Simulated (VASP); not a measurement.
# Ir in VASP: further runs

Runs on Ir. Level: RPBE. Tasks: single point.

Everything below comes from runs of VASP 6.6.1. Logs are shortened: lines on timing, memory, paths and dates and some standing lists are left out, and cuts for length are marked.

### Step 1. The cell of the first run

The typed cell holds 2 atoms: a = 3.407 Å, b = 3.407 Å, c = 4.320 Å, α = 103.08°, β = 103.08°, γ = 135.49°.

### Step 2. Single point, RPBE (volume scaled by 0.88)

File INCAR:

```
  PREC = Accurate
  ENCUT = 520
  EDIFF = 1E-7
  ISMEAR = -1
  SIGMA = 0.1
  LREAL = False
  LASPH = True
  NELM = 60
  ALGO = Normal
  ISIF = 2
  LWAVE = False
  LCHARG = True
  GGA = RP
  LELF = True
  LVHAR = True
  NBANDS = 16
```

File KPOINTS:

```
regular mesh
0
Gamma
  17 17 10
```

File POSCAR:

```
Ir
1.0
   -2.3995704695      2.0596681011      1.2677370831
    2.0596681011     -2.3995704695      1.2677370831
    2.7467764013      2.7467764013     -1.8902688934
Ir
2
Direct
    0.9772084782      0.0227915218      0.0000000000
    0.7727915218      0.2272084782      0.5000000000
```

Potentials or basis: VASP PAW PBE potentials, release 64 (Ir).

Command:

```console
$ cat potpaw_PBE.64/Ir/POTCAR > POTCAR
$ mpirun -np 1 vasp_std > vasp.out
```

OUTCAR:

```text
PREC = Accurate
   ENCUT = 520
   EDIFF = 1E-7
   ISMEAR = -1
   LREAL = False
   LASPH = True
   NELM = 60
   ISIF = 2
   GGA = RP

 ion  position               nearest neighbor table
   1  0.977  0.023  0.000-   2 2.52   2 2.52   2 2.52   2 2.52   2 2.54   2 2.54
   2  0.773  0.227  0.500-   1 2.52   1 2.52   1 2.52   1 2.52   1 2.54   1 2.54

  Warning from LATTYP: Got some problem with cell dimensions!
  Tried to take original basis but could not verify dimensions!
  LATTYP: Found a base centered monoclinic cell.
 ALAT       =     2.5806387751
 B/A-ratio  =     2.4437033673
 C/A-ratio  =     1.3424755307
 COS(beta)  =    -0.0000338983

  Lattice vectors:

 A1 = (  -2.3995704695,   2.0596681011,   1.2677370831)
 A2 = (   2.0596681011,  -2.3995704695,   1.2677370831)
 A3 = (   2.4068740329,   2.4068740329,   0.6452052728)

Analysis of symmetry for initial positions (statically):
=====================================================================
 Subroutine PRICEL returns:
 Original cell was already a primitive cell.

 Routine SETGRP: Setting up the symmetry group for a
 base centered monoclinic supercell.

 Subroutine GETGRP returns: Found  4 space group operations
 (whereof  2 operations were pure point group operations)
 out of a pool of  4 trial point group operations.

The static configuration has the point symmetry C_2 .
 The point group associated with its full space group is C_2h.

Analysis of symmetry for dynamics (positions and initial velocities):
=====================================================================
 Subroutine PRICEL returns:
 Original cell was already a primitive cell.

 Routine SETGRP: Setting up the symmetry group for a
 base centered monoclinic supercell.

 Subroutine GETGRP returns: Found  4 space group operations
 (whereof  2 operations were pure point group operations)
 out of a pool of  4 trial point group operations.

The dynamic configuration has the point symmetry C_2 .
 The point group associated with its full space group is C_2h.

 Subroutine INISYM returns: Found  4 space group operations
 (whereof  2 operations are pure point group operations),
 and found     1 'primitive' translations

----------------------------------------------------------------------------------------

                                     Primitive cell

  volume of cell :      28.1907

  direct lattice vectors                    reciprocal lattice vectors
    -2.399570469  2.059668101  1.267737083     0.037375500  0.261629032  0.434487704
     2.059668101 -2.399570469  1.267737083     0.261629032  0.037375500  0.434487704
     2.746776401  2.746776401 -1.890268893     0.200531858  0.200531858  0.053766080

  length of vectors
     3.406952955  3.406952955  4.320032140     0.508553088  0.508553088  0.288646571

  position of ions in fractional coordinates (direct lattice)
     0.977208478  0.022791522  1.000000000
     0.772791522  0.227208478  0.500000000

  ion indices of the primitive-cell ions
   primitive index   ion index
                 1           1
                 2           2

----------------------------------------------------------------------------------------

 KPOINTS: regular mesh

Automatic generation of k-mesh.
 Grid dimensions read from file:
 generate k-points for:   17   17   10

 Generating k-lattice:

  Cartesian coordinates                     Fractional coordinates (reciprocal lattice)
     0.002198559  0.015389943  0.025558100     0.058823529  0.000000000  0.000000000
     0.015389943  0.002198559  0.025558100     0.000000000  0.058823529  0.000000000
     0.020053186  0.020053186  0.005376608    -0.000000000 -0.000000000  0.100000000

  Length of vectors
     0.029914888  0.029914888  0.028864657

  Shift w.r.t. Gamma in fractional coordinates (k-lattice)
     0.000000000  0.000000000  0.000000000

 Subroutine IBZKPT returns following result:
 ===========================================

 Found    774 irreducible k-points:

 Following reciprocal coordinates:
            Coordinates               Weight
  0.000000  0.000000  0.000000      1.000000
  0.058824  0.000000  0.000000      4.000000
  0.117647  0.000000  0.000000      4.000000
  0.176471  0.000000 -0.000000      4.000000
  0.235294  0.000000  0.000000      4.000000
  0.294118  0.000000  0.000000      4.000000
[... 16 lines left out ...]
 -0.176471  0.058824  0.000000      4.000000
 -0.117647  0.058824 -0.000000      4.000000
 [... further k-points ...]
   k-points           NKPTS =    774   k-points in BZ     NKDIM =    774   number of bands    NBANDS=     16
   number of dos      NEDOS =    301   number of ions     NIONS =      2
   total plane-waves  NPLWV =  25088
   dimension x,y,z NGX =    28 NGY =   28 NGZ =   32
   dimension x,y,z NGXF=    56 NGYF=   56 NGZF=   64
   ions per type =               2
   NGX,Y,Z   is equivalent  to a cutoff of  13.66, 13.66, 12.31 a.u.
   NGXF,Y,Z  is equivalent  to a cutoff of  27.33, 27.33, 24.63 a.u.
 SYSTEM =  unknown system
   PREC   = accura    normal or accurate (medium, high low for compatibility)
   ISTART =      0    job   : 0-new  1-cont  2-samecut
   ICHARG =      2    charge: 1-file 2-atom 10-const
   ISPIN  =      1    spin polarized calculation?
   LNONCOLLINEAR =      F non collinear calculations
   LSORBIT =      F    spin-orbit coupling
   LASPH  =      T    aspherical Exc in radial PAW
   ENCUT  =  520.0 eV  38.22 Ry    6.18 a.u.   6.33  6.33  8.03*2*pi/ulx,y,z
   NELM   =     60;   NELMIN=  2; NELMDL= -5     # of ELM steps
   EDIFF  = 0.1E-06   stopping-criterion for ELM
   LREAL  =      F    real-space projection
   EDIFFG = 0.1E-05   stopping-criterion for IOM
   NSW    =      0    number of steps for IOM
   IBRION =     -1    ionic relax: 0-MD 1-quasi-New 2-CG
   NFREE  =      0    steps in history (QN), initial steepest desc. (CG)
   ISIF   =      2    stress and relaxation
   ISYM   =      2    0-nonsym 1-usesym 2-fastsym
   POTIM  = 0.5000    time-step for ionic-motion
   TEBEG  =    0.0;   TEEND  =   0.0 temperature during run
   PSTRESS=    0.0 pullay stress
   NELECT =      18.0000    total number of electrons
   NUPDOWN=      -1.0000    fix difference up-down
   EMIN   =  10.00;   EMAX   =-10.00  energy-range for DOS
   EFERMI =   0.00;   METHOD = LEGACY
[... 38 lines left out ...]
 Fermi energy:        10.2472783336

 k-point     1 :       0.0000    0.0000    0.0000
  band No.  band energies     occupation
      1      -0.5149      2.00000
      2       2.4395      2.00000
      3       3.7317      2.00000
      4       4.4066      2.00000
      5       5.7751      2.00000
      6       8.1884      2.00000
[... 8 lines left out ...]
     15      28.3825      0.00000
     16      28.8306      0.00000

 k-point     2 :       0.0588    0.0000    0.0000
  band No.  band energies     occupation
      1      -0.3150      2.00000
      2       2.5541      2.00000
      3       3.7381      2.00000
      4       4.6068      2.00000
      5       5.8529      2.00000
      6       7.8333      2.00000
[... 8 lines left out ...]
     15      28.2143      0.00000
     16      28.5124      0.00000

 k-point     3 :       0.1176    0.0000    0.0000
  band No.  band energies     occupation
      1       0.2613      2.00000
      2       2.8840      2.00000
      3       3.8427      2.00000
      4       5.0772      2.00000
      5       6.0541      2.00000
      6       6.9817      2.00000
[... 8 lines left out ...]
     15      27.2515      0.00000
     16      27.6680      0.00000

 k-point     4 :       0.1765    0.0000   -0.0000
  band No.  band energies     occupation
      1       1.1323      2.00000
      2       3.3881      2.00000
      3       4.0973      2.00000
      4       5.5151      2.00000
      5       5.8391      2.00000
      6       6.6707      2.00000
[... 8 lines left out ...]
     15      26.6009      0.00000
     16      26.9126      0.00000

 k-point     5 :       0.2353    0.0000    0.0000
  band No.  band energies     occupation
      1       2.1077      2.00000
      2       3.9738      2.00000
      3       4.4227      2.00000
      4       5.2051      2.00000
      5       5.4232      2.00000
      6       6.9579      2.00000
[... 8 lines left out ...]
     15      26.2391      0.00000
     16      27.2987      0.00000

 k-point     6 :       0.2941    0.0000    0.0000
  band No.  band energies     occupation
      1       2.7930      2.00000
      2       4.2273      2.00000
      3       4.6320      2.00000
      4       5.1272      2.00000
      5       5.3110      2.00000
      6       7.2973      2.00000
[... 8 lines left out ...]
     15      25.7058      0.00000
     16      26.5539      0.00000

 k-point     7 :       0.3529    0.0000    0.0000
  band No.  band energies     occupation
      1       2.9509      2.00000
      2       3.8712      2.00000
      3       4.7398      2.00000
      4       5.5996      2.00000
      5       5.7713      2.00000
      6       7.6230      2.00000
[... 8 lines left out ...]
     15      24.2552      0.00000
     16      25.4921      0.00000

 k-point     8 :       0.4118    0.0000    0.0000
  band No.  band energies     occupation
      1       2.9790      2.00000
      2       3.4554      2.00000
      3       4.9221      2.00000
      4       5.5252      2.00000
      5       6.5339      2.00000
      6       7.8977      2.00000
[... 8 lines left out ...]
     15      22.7324      0.00000
     16      24.7627      0.00000

 k-point     9 :       0.4706    0.0000    0.0000
  band No.  band energies     occupation
      1       3.0655      2.00000
      2       3.2010      2.00000
      3       5.0429      2.00000
      4       5.2283      2.00000
      5       7.2729      2.00000
      6       7.8246      2.00000
[... 8 lines left out ...]
     15      23.1134      0.00000
     16      23.8714      0.00000
[... 172 lines left out ...]
 k-point    19 :      -0.4118    0.0588    0.0000
  band No.  band energies     occupation
      1       3.0447      2.00000
      2       3.8678      2.00000
      3       4.8275      2.00000
      4       5.6146      2.00000
      5       5.8678      2.00000
      6       7.8314      2.00000
[... 8 lines left out ...]
     15      23.8403      0.00000
     16      24.8018      0.00000

 k-point    20 :      -0.3529    0.0588    0.0000
  band No.  band energies     occupation
      1       2.9249      2.00000
      2       4.1512      2.00000
      3       4.6759      2.00000
      4       5.3317      2.00000
      5       5.4534      2.00000
      6       7.4232      2.00000
[... 8 lines left out ...]
     15      25.0317      0.00000
     16      26.2130      0.00000

 k-point    21 :      -0.2941    0.0588    0.0000
  band No.  band energies     occupation
      1       2.3118      2.00000
      2       4.0418      2.00000
      3       4.4801      2.00000
      4       5.1762      2.00000
      5       5.4096      2.00000
      6       7.2134      2.00000
[... 8 lines left out ...]
     15      25.8446      0.00000
     16      26.9754      0.00000

 k-point    22 :      -0.2353    0.0588   -0.0000
  band No.  band energies     occupation
      1       1.3545      2.00000
      2       3.5313      2.00000
      3       4.1329      2.00000
      4       5.3168      2.00000
      5       5.7247      2.00000
      6       6.9790      2.00000
[... 8 lines left out ...]
     15      26.3010      0.00000
     16      26.8431      0.00000

 k-point    23 :      -0.1765    0.0588    0.0000
  band No.  band energies     occupation
      1       0.4567      2.00000
      2       3.0088      2.00000
      3       3.8291      2.00000
      4       5.0258      2.00000
      5       6.0928      2.00000
      6       6.9873      2.00000
[... 8 lines left out ...]
     15      26.3624      0.00000
     16      27.5561      0.00000

 k-point    24 :      -0.1176    0.0588   -0.0000
  band No.  band energies     occupation
      1      -0.1739      2.00000
      2       2.6398      2.00000
      3       3.6964      2.00000
      4       4.6326      2.00000
      5       5.9214      2.00000
      6       7.7545      2.00000
[... 8 lines left out ...]
     15      27.8822      0.00000
     16      28.1283      0.00000

 [... further k-points ...]
[... 5 lines left out ...]
  --------------------------------------------------------------------------------------
  -------------------------------------------------------------------------------------
  Total        8.5732950      8.5732950      9.0482844      0.8152878      0.0420214      0.0420214
  in kB      487.2499725    487.2499725    514.2452614     46.3356218      2.3882227      2.3882237
  external PRESSURE =     496.2484021 kB  Pullay stress =       0.0000000 kB

 VOLUME and BASIS-vectors are now :
 -----------------------------------------------------------------------------
  energy-cutoff  :      520.00
  volume of cell :       28.19
      direct lattice vectors                 reciprocal lattice vectors
    -2.399570469  2.059668101  1.267737083     0.037375500  0.261629032  0.434487704
     2.059668101 -2.399570469  1.267737083     0.261629032  0.037375500  0.434487704
     2.746776401  2.746776401 -1.890268893     0.200531858  0.200531858  0.053766080

 POSITION                                       TOTAL-FORCE (eV/Angst)
 -----------------------------------------------------------------------------------
     -2.29794      1.95804      1.26774        -0.484931      0.484931      0.000000
     -0.01301      2.41988      0.32260         0.484931     -0.484931     -0.000000
 -----------------------------------------------------------------------------------
    total drift:                               -0.000000     -0.000000     -0.000000

  FREE ENERGIE OF THE ION-ELECTRON SYSTEM (eV)
  ---------------------------------------------------
  free  energy   TOTEN  =       -15.0497918375 eV

  energy  without entropy=      -14.9928350369  energy(sigma->0) =      -15.02131344
```

Wall time 2.8 min (1 thread of Intel Xeon 6975P-C (Granite Rapids), shared host); peak memory 0.42 GiB.

Results:

```yaml
Free_energy: -15.0498 eV
Pressure: 49.6 GPa
Largest_force: 0.686 eV/Å
Band_gap_on_the_k_mesh: zero (band 9 reaches 12.27 eV, above the bottom of band 10 at 8.98 eV)
```

Forces in eV/Å, atoms in the order of the input:
```
Ir  -0.485  0.485  0.000
Ir   0.485 -0.485  0.000
```

Levels at points of the mesh, in eV from the Fermi level:
```
           k point  band 7  band 8  band 9  band 10  band 11  band 12
(0.00, 0.00, 0.00)   -1.23   -0.99    0.40     0.68     2.03     4.63
(0.00, 0.00, 0.50)   -2.24   -2.24   -0.89    -0.89     2.06     2.06
```

Caveat: the PAW data sets were made with another functional, which shifts forces and pressure a little; spin-orbit coupling is left out, which moves the levels of the heavy elements.

### Step 3. Single point, RPBE (volume scaled by 0.92)

File INCAR:

```
ALGO     = Normal         # electronic algorithm
EDIFF    = 1E-7           # SCF threshold, eV
ENCUT    = 520            # plane-wave cutoff, eV
GGA      = RP             # functional
ISIF     = 2              # what is computed and relaxed
ISMEAR   = -1             # smearing method
LASPH    = True           # aspherical terms in the spheres
LCHARG   = False          # write CHGCAR
LREAL    = False          # projectors in reciprocal space
LWAVE    = False          # write WAVECAR
NBANDS   = 16             # bands
NELM     = 100            # most SCF steps
PREC     = Accurate       # precision mode
SIGMA    = 0.1            # smearing width, eV
```

File KPOINTS:

```
k-points
0
Gamma
  17 17 10
```

File POSCAR:

```
Ir
1.0
   -2.4353902350      2.0904139489      1.2866613221
    2.0904139489     -2.4353902350      1.2866613221
    2.7877791091      2.7877791091     -1.9184860220
Ir
2
Direct
    0.9772084782      0.0227915218      0.0000000000
    0.7727915218      0.2272084782      0.5000000000
```

Potentials or basis: VASP PAW PBE potentials, release 64 (Ir).

Command:

```console
$ cat potpaw_PBE.64/Ir/POTCAR > POTCAR
$ mpirun -np 1 vasp_std > vasp.out
```

It took 3 min on 1 thread of Intel Xeon 6975P-C (Granite Rapids), shared host; peak memory 0.44 GiB.

Results (log left out):

```
Free energy            : -15.3616 eV
Pressure               : 29.0 GPa
Largest force          : 0.422 eV/Å
Band gap on the k mesh : zero (band 9 reaches 11.40 eV, above the bottom of band 10 at 8.33 eV)
```

Forces on the atoms (eV/Å):
```
Ir  -0.298  0.298  0.000
Ir   0.298 -0.298  0.000
```

Stress tensor (GPa, compression positive):
```
28.49  2.73  0.12
 2.73 28.49  0.12
 0.12  0.12 30.16
```

Levels at points of the mesh, in eV from the Fermi level:
```
           k point  band 5  band 6  band 7  band 8  band 9  band 10  band 11  band 12  band 13  band 14
(0.00, 0.00, 0.00)   -4.19   -1.93   -1.15   -0.92    0.38     0.63     1.92     4.53     8.29    12.27
(0.00, 0.00, 0.50)   -3.08   -3.08   -2.12   -2.12   -0.83    -0.83     1.89     1.89    12.56    12.56
```

Caveat: the PAW data sets were made with another functional, which shifts forces and pressure a little; spin-orbit coupling is left out, which moves the levels of the heavy elements.

### Step 4. Single point, RPBE (volume scaled by 0.96)

File INCAR:

```
SYSTEM = Ir
PREC     = Accurate       ! precision mode
ENCUT    = 520            ! plane-wave cutoff, eV
EDIFF    = 1E-6           ! SCF threshold, eV
ISMEAR   = -1             ! smearing method
SIGMA    = 0.1            ! smearing width, eV
LREAL    = .False.        ! projectors in reciprocal space
LASPH    = .True.         ! aspherical terms in the spheres
NELM     = 80             ! most SCF steps
ALGO     = Normal         ! electronic algorithm
ISIF     = 2              ! what is computed and relaxed
LWAVE    = .False.        ! write WAVECAR
LCHARG   = .False.        ! write CHGCAR
GGA      = RP             ! functional
NBANDS   = 16             ! bands
```

File KPOINTS:

```
Automatic mesh
0
Gamma
  17 17 10
  0 0 0
```

File POSCAR:

```
Ir
1.0
   -2.4701862252      2.1202810405      1.3050446818
    2.1202810405     -2.4701862252      1.3050446818
    2.8276099063      2.8276099063     -1.9458966685
Ir
2
Direct
    0.9772084782      0.0227915218      0.0000000000
    0.7727915218      0.2272084782      0.5000000000
```

Command:

```console
$ cat potpaw_PBE.64/Ir/POTCAR > POTCAR
$ mpirun -np 1 vasp_std > vasp.out
```

It took 2.7 min on 1 thread of Intel Xeon 6975P-C (Granite Rapids), shared host; peak memory 0.44 GiB.

The run converged. Its results:

```
Free energy            : -15.5272 eV
Pressure               : 12.9 GPa
Largest force          : 0.205 eV/Å
Band gap on the k mesh : zero (band 9 reaches 10.60 eV, above the bottom of band 10 at 7.73 eV)
```

Forces in eV/Å, atoms in the order of the input:
```
Ir  -0.145  0.145  0.000
Ir   0.145 -0.145  0.000
```

Stress tensor (GPa, compression positive):
```
12.60  1.22  0.02
 1.22 12.60  0.02
 0.02  0.02 13.48
```

Levels at points of the mesh, in eV from the Fermi level:
| k point | band 7 | band 8 | band 9 | band 10 | band 11 | band 12 |
| --- | --- | --- | --- | --- | --- | --- |
| (0.00, 0.00, 0.00) | -1.09 | -0.85 | 0.36 | 0.59 | 1.81 | 4.44 |
| (0.00, 0.00, 0.50) | -2.02 | -2.02 | -0.77 | -0.77 | 1.75 | 1.75 |

Caveat: the PAW data sets were made with another functional, which shifts forces and pressure a little; spin-orbit coupling is left out, which moves the levels of the heavy elements.

### Step 5. Summary

```csv
cell,gap on the mesh (eV),pressure (GPa),largest force (eV/Å)
"a = 3.407, b = 3.407, c = 4.320 Å, angles 103.1, 103.1, 135.5°, 2 atoms",none,49.6,0.69
"a = 3.458, b = 3.458, c = 4.385 Å, angles 103.1, 103.1, 135.5°, 2 atoms",none,29.0,0.42
"a = 3.507, b = 3.507, c = 4.447 Å, angles 103.1, 103.1, 135.5°, 2 atoms",none,12.9,0.21
```

Alike in all rows: task single point; level RPBE; potentials or basis VASP PAW PBE potentials, release 64 (Ir); no spin polarisation; k mesh 17 × 17 × 10; cutoff (eV) 520; smearing fermi-dirac 0.1 eV.

Caveats: the PAW data sets were made with another functional, which shifts forces and pressure a little; spin-orbit coupling is left out, which moves the levels of the heavy elements.

Total energies depend on the potentials used, so only differences within one code and one set of settings carry meaning.
